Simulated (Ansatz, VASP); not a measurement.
## F: VASP beside Ansatz

```
CELL_PARAMETERS angstrom
3.01112 -1.73059 -0.23224
3.01112 1.73059 -0.23224
-2.26413 0.00000 6.93055
ATOMIC_POSITIONS crystal
F 0.08485 0.08485 0.10999
F 0.91515 0.91515 0.89001
F 0.50157 0.50157 0.59372
F 0.49843 0.49843 0.40628
```

Alike in both runs: task single point; functional PBEsol; k mesh 4 × 4 × 2; occupations gaussian, width 0.05 eV; no spin polarisation.

|  | VASP | Ansatz |
| --- | --- | --- |
| version | VASP 6.6.1 | Ansatz 0.2.0 |
| potentials or method | VASP PAW PBE potentials, release 64 (F), cutoff 520 eV | scalar-relativistic, plane waves, PAW |
| valence electrons in the cell | 28 | 28 |

|  | VASP | Ansatz | Ansatz less VASP |
| --- | --- | --- | --- |
| gap on the k mesh at the Fermi level (eV) | 1.78 | 1.82 | +0.040 |
| least direct gap on the mesh (eV) | 1.88 | 1.92 | +0.042 |
| pressure (GPa) | -1.6 | -1.8 | -0.24 |
| traceless stress, the component that is largest in VASP (GPa) | -5.22 | -4.95 | +0.267 |
| rms of the force components (eV/Å) | 1.470 | 1.416 | -0.0549 |

VASP's potentials were made for PBE, not for PBEsol. Atom by atom the forces differ by 0.233 eV/Å (rms over components).

The k mesh is coarse, so the values compare programs but aren't converged.
